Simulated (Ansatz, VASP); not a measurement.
## One calculation of ZnS, two programs

```
Zn S
1.0
     1.90307    1.09874    9.35195
    -1.90307    1.09874    9.35195
     0.00000   -2.19748    9.35195
Zn S
3 3
Direct
  0.44083 0.45333 0.44583
  0.22414 0.22266 0.22284
  0.99717 0.01154 0.99106
  0.30800 0.31318 0.30055
  0.53367 0.53466 0.51186
  0.07633 0.08151 0.09151
```

Change from the starting cell: atoms moved at random, drawn with an rms of 0.05 Å.

Alike in both runs: task single point; functional PBE; k mesh 8 × 8 × 8; occupations fermi-dirac, width 0.05 eV; no spin polarisation.

|  | VASP | Ansatz |
| --- | --- | --- |
| version | VASP 6.6.1 | Ansatz 0.2.0 |
| potentials or method | VASP PAW PBE potentials, release 64 (Zn, S) | Ansatz PAW |
| plane-wave cutoff (eV) | 520 | 420 |
| valence electrons in the cell | 54 | 54 |

```tsv
	VASP	Ansatz	Ansatz less VASP
gap on the k mesh at the Fermi level (eV)	2.12	2.12	-0.005
least direct gap on the mesh (eV)	2.12	2.12	-0.005
pressure (GPa)	2.6	2.5	-0.18
traceless stress, the component that is largest in VASP (GPa)	-0.95	-0.94	+0.015
rms of the force components (eV/Å)	0.319	0.317	-0.0024
```

Atom by atom the forces differ by 0.003 eV/Å (rms over components).
